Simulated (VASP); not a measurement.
# CoSi2 (AlB2 type) (P6/mmm) in VASP: notebook, part 2 of 2

VASP 6.6.1.

## (4) Relaxation of cell and atoms, PBE, target pressure 0.083 GPa, at which the enthalpy is minimised

INCAR reads:

```
  PREC = Accurate
  ENCUT = 600
  EDIFF = 1E-6
  ISMEAR = -1
  SIGMA = 0.1
  LREAL = False
  LASPH = True
  NELM = 60
  ALGO = Normal
  ISIF = 3
  LWAVE = False
  LCHARG = False
  GGA = PE
  IBRION = 2
  NSW = 32
  EDIFFG = -0.005
  PSTRESS = 0.8300000000000001
```

KPOINTS reads:

```
regular mesh
0
Gamma
  9 9 7
```

POSCAR reads:

```
CoSi2
1.0
    4.1619161731      0.0000000000      0.0000000000
   -2.0809580866      3.6043251343      0.0000000000
    0.0000000000      0.0000000000      2.5040334719
Co Si
1 2
Direct
    0.0000000000      0.0000000000      0.0000000000
    0.3333333333      0.6666666667      0.5000000000
    0.6666666667      0.3333333333      0.5000000000
```

Potentials or basis: VASP PAW PBE potentials, release 64 (Co, Si).

Command:

```console
> cat potpaw_PBE.64/Co/POTCAR potpaw_PBE.64/Si/POTCAR > POTCAR
> mpirun -np 1 vasp_std > vasp.out
```

OUTCAR:

```text
PREC = Accurate
   ENCUT = 600
   EDIFF = 1E-6
   ISMEAR = -1
   LREAL = False
   LASPH = True
   NELM = 60
   ISIF = 3
   GGA = PE
   IBRION = 2
   NSW = 32
   EDIFFG = -0.005
   PSTRESS = 0.8300000000000001

 ion  position               nearest neighbor table
   1  0.000  0.000  0.000-   2 2.71   3 2.71   2 2.71   3 2.71   3 2.71   3 2.71   2 2.71   2 2.71
                             3 2.71   3 2.71   2 2.71   2 2.71
   2  0.333  0.667  0.500-   3 2.40   3 2.40   3 2.40   1 2.71   1 2.71   1 2.71   1 2.71   1 2.71
                             1 2.71
   3  0.667  0.333  0.500-   2 2.40   2 2.40   2 2.40   1 2.71   1 2.71   1 2.71   1 2.71   1 2.71
                             1 2.71
[... 611 lines left out ...]
  -------------------------------------------------------------------------------------
  Total        0.0200601      0.0200601      0.0268073     -0.0000000      0.0000000      0.0000000
  in kB        0.8565142      0.8565142      1.1446033     -0.0000000      0.0000000      0.0000000
  external PRESSURE =       0.1225439 kB  Pullay stress =       0.8300000 kB

 VOLUME and BASIS-vectors are now :
 -----------------------------------------------------------------------------
  energy-cutoff  :      600.00
  volume of cell :       37.52
      direct lattice vectors                 reciprocal lattice vectors
     4.160182891  0.000000000  0.000000000     0.240374048  0.138780021 -0.000000000
    -2.080091445  3.602824068  0.000000000    -0.000000000  0.277560042 -0.000000000
    -0.000000000  0.000000000  2.503535794     0.000000000 -0.000000000  0.399435072

 POSITION                                       TOTAL-FORCE (eV/Angst)
 -----------------------------------------------------------------------------------
      4.16018      0.00000      0.00000         0.000000     -0.000000      0.000000
     -0.00000      2.40188      1.25177        -0.000000      0.000000     -0.000000
      2.08009      1.20094      1.25177         0.000000     -0.000000      0.000000
 -----------------------------------------------------------------------------------
    total drift:                                0.000000     -0.000000     -0.000000

  FREE ENERGIE OF THE ION-ELECTRON SYSTEM (eV)
  ---------------------------------------------------
  free  energy   TOTEN  =       -17.0459662344 eV

  energy  without entropy=      -16.9594657492  energy(sigma->0) =      -17.00271599

  enthalpy is  TOTEN    =       -17.0265271058 eV   P V=        0.0194391286

 reached required accuracy - stopping structural energy minimisation
```

OSZICAR:

```text
N       E                     dE             d eps       ncg     rms          rms(c)
DAV:   1     0.744368356519E+02    0.74437E+02   -0.76600E+03  1152   0.150E+03
DAV:   2    -0.140909471183E+02   -0.88528E+02   -0.83744E+02  1160   0.272E+02
DAV:   3    -0.188417571617E+02   -0.47508E+01   -0.43587E+01  1496   0.659E+01
[... 14 lines left out ...]
DAV:   1    -0.170462290128E+02   -0.25257E-03   -0.25381E-03  1264   0.950E-01    0.160E-01
DAV:   2    -0.170482424397E+02   -0.20134E-02   -0.94343E-03  1508   0.210E+00    0.433E-01
DAV:   3    -0.170459665520E+02    0.22759E-02   -0.56274E-03  1528   0.165E+00    0.246E-02
DAV:   4    -0.170459674935E+02   -0.94152E-06   -0.10838E-04  1176   0.796E-02    0.127E-02
DAV:   5    -0.170459662171E+02    0.12764E-05   -0.35483E-06  1300   0.368E-02    0.313E-03
DAV:   6    -0.170459662344E+02   -0.17323E-07   -0.26585E-07   616   0.599E-03
   2 F= -.17026527E+02 E0= -.16983277E+02  d E =-.986506E-05
```

CONTCAR:

```text
CoSi2
   1.00000000000000
     4.1601828908171816    0.0000000000000060    0.0000000000000000
    -2.0800914454585646    3.6028240678111625    0.0000000000000000
    -0.0000000000000000    0.0000000000000000    2.5035357935571034
  Co              Si
     1     2
Direct
     1.0000000000000000    0.0000000000000000    0.0000000000000000
     0.3333333332999970    0.6666666667000030    0.5000000000000000
     0.6666666667000030    0.3333333332999970    0.5000000000000000

  0.00000000E+00  0.00000000E+00  0.00000000E+00
  0.00000000E+00  0.00000000E+00  0.00000000E+00
  0.00000000E+00  0.00000000E+00  0.00000000E+00
```

It took 34 s on 1 thread of Intel Xeon Platinum 8259CL at 2.50GHz (Skylake/Cascade Lake), shared host; peak memory 0.18 GiB.

What came out:

| Quantity | Value |
| --- | --- |
| Free energy | -17.0460 eV |
| Relaxed volume | 12.51 Å³/atom |
| Relaxed cell | a = 4.160 Å, b = 4.160 Å, c = 2.504 Å, α = 90.00°, β = 90.00°, γ = 120.00° |
| Space group after relaxing (to 0.1 Å) | P6/mmm (No. 191) |
| Energy change on relaxing (the run minimises the enthalpy) | +0.0 meV/atom |
| Ionic steps | 2 |
| Pressure after relaxing | 0.1 GPa |
| Band gap on the k mesh | zero (an odd number of electrons rules out a gap without spin polarisation) |

Final structure:
```yaml
crystal:
  lattice:
    - [4.16018, 0.00000, 0.00000]
    - [-2.08009, 3.60282, 0.00000]
    - [0.00000, 0.00000, 2.50354]
  atoms:
    - { symbol: Co, position: [0.00000, 0.00000, 0.00000] }
    - { symbol: Si, position: [0.33333, 0.66667, 0.50000] }
    - { symbol: Si, position: [0.66667, 0.33333, 0.50000] }
```

Caveat: the cell is relaxed towards a set pressure, so the run minimises the enthalpy, not the energy; an odd number of electrons without spin polarisation forces a metal; a magnetic or distorted state may lie lower. Spin polarisation is off, so any magnetic state and its effect on volume and gap are missing.

## (5) Relaxation of cell and atoms, PBE, target pressure 0.083 GPa, at which the enthalpy is minimised

This run uses another cell than the first one, of 12.83 Å³/atom.

INCAR reads:

```
SYSTEM = CoSi2
PREC = Accurate ; ENCUT = 600
EDIFF = 1E-6 ; ISMEAR = -1
SIGMA = 0.1 ; LREAL = .FALSE.
LASPH = .TRUE. ; NELM = 80
ALGO = Normal ; ISIF = 3
LWAVE = .FALSE. ; LCHARG = .FALSE.
GGA = PE ; IBRION = 2
NSW = 60 ; EDIFFG = -0.005
PSTRESS = 0.8300000000000001
```

KPOINTS reads:

```
regular mesh
0
G
  9 9 7
  0 0 0
```

POSCAR reads:

```
CoSi2
1.0
    3.4315900006      0.0000000000      0.0000000000
   -1.7157950003      2.9718441159      0.0000000000
    0.0000000000      0.0000000000      3.7747490007
Co Si
1 2
Direct
    0.0000000000      0.0000000000      0.0000000000
    0.3333333333      0.6666666667      0.5000000000
    0.6666666667      0.3333333333      0.5000000000
```

Command:

```console
> cat potpaw_PBE.64/Co/POTCAR potpaw_PBE.64/Si/POTCAR > POTCAR
> mpirun -np 1 vasp_std > vasp.out
```

It took 5.6 min on 1 thread of Intel Xeon Platinum 8259CL at 2.50GHz (Skylake/Cascade Lake), shared host; peak memory 0.19 GiB.

It converged, with:

```
Free energy                                                : -17.0437 eV
Relaxed volume                                             : 12.50 Å³/atom
Relaxed cell                                               : a = 4.159 Å, b = 4.159 Å, c = 2.504 Å, α = 90.00°, β = 90.00°, γ = 120.00°
Space group after relaxing (to 0.1 Å)                      : P6/mmm (No. 191)
Energy change on relaxing (the run minimises the enthalpy) : -1118.5 meV/atom
Ionic steps                                                : 17
Pressure after relaxing                                    : 0.1 GPa
Band gap on the k mesh                                     : zero (an odd number of electrons rules out a gap without spin polarisation)
```

The path:
| step | energy change (eV) | largest force (eV/Å) | pressure (GPa) | volume (Å³) |
| --- | --- | --- | --- | --- |
| 1 | 0.0000 | 0.0000 | 43.43 | 38.50 |
| 2 | -0.8931 | 0.0000 | -19.34 | 59.55 |
| 3 | -1.8896 | 0.0000 | -8.56 | 48.33 |
| 4 | -1.8928 | 0.0000 | -7.31 | 47.94 |
| 5 | -1.8929 | 0.0000 | -6.98 | 47.74 |
| 6 | -2.2917 | 0.0000 | -5.81 | 44.42 |
| 7 | -3.1085 | 0.0000 | 18.50 | 34.00 |
| 8 | -3.0832 | 0.0000 | 8.05 | 36.30 |
| 9 | -3.1268 | 0.0000 | 14.02 | 34.90 |
| 10 | -3.2762 | 0.0000 | 11.08 | 35.18 |
| 11 | -3.2787 | 0.0000 | 11.06 | 35.23 |
| 12 | -3.3488 | 0.0000 | 2.98 | 36.82 |
| 13 | -3.3550 | 0.0000 | 0.07 | 37.50 |
| 14 | -3.3549 | 0.0000 | 0.26 | 37.45 |
| 15 | -3.3553 | 0.0000 | 0.24 | 37.47 |
| 16 | -3.3555 | 0.0000 | 0.15 | 37.52 |
| 17 | -3.3555 | 0.0000 | 0.12 | 37.51 |

Final structure:
```
Co Si
1.0
     4.15912    0.00000    0.00000
    -2.07956    3.60191    0.00000
     0.00000    0.00000    2.50407
Co Si
1 2
Direct
  0.00000 0.00000 0.00000
  0.33333 0.66667 0.50000
  0.66667 0.33333 0.50000
```

Levels at points of the mesh, in eV from the Fermi level:
| k point | band 5 | band 6 | band 7 | band 8 | band 9 | band 10 | band 11 | band 12 |
| --- | --- | --- | --- | --- | --- | --- | --- | --- |
| (0.00, 0.00, 0.00) | -3.02 | -1.66 | -1.66 | -0.51 | -0.51 | 0.43 | 0.43 | 3.49 |

Caveat: the cell is relaxed towards a set pressure, so the run minimises the enthalpy, not the energy; a cell axis changed by over 15 % at a fixed basis, so the end point is rough; an odd number of electrons without spin polarisation forces a metal; a magnetic or distorted state may lie lower. Spin polarisation is off, so any magnetic state and its effect on volume and gap are missing.

## (6) The runs side by side

| task | cell | cutoff (eV) | gap on the mesh (eV) | pressure (GPa) |
| --- | --- | --- | --- | --- |
| single point | a = 4.162, b = 4.162, c = 2.504 Å, angles 90.0, 90.0, 120.0°, 3 atoms | 520 | none | 0.0 |
| relaxation of cell and atoms | relaxed to 0.083 GPa from a = 4.162, b = 4.162, c = 2.504 Å, angles 90.0, 90.0, 120.0°, 3 atoms | 600 | none | 0.1 |
| relaxation of cell and atoms | relaxed to 0.083 GPa from a = 3.432, b = 3.432, c = 3.775 Å, angles 90.0, 90.0, 120.0°, 3 atoms | 600 | none | 0.1 |

Alike in all rows: level PBE; potentials or basis VASP PAW PBE potentials, release 64 (Co, Si); no spin polarisation; k mesh 9 × 9 × 7; smearing fermi-dirac 0.1 eV.

Caveats: an odd number of electrons without spin polarisation forces a metal; a magnetic or distorted state may lie lower; the cell is relaxed towards a set pressure, so the run minimises the enthalpy, not the energy (at least some runs); a cell axis changed by over 15 % at a fixed basis, so the end point is rough (at least some runs).

Total energies depend on the potentials used, so only differences within one code and one set of settings carry meaning.
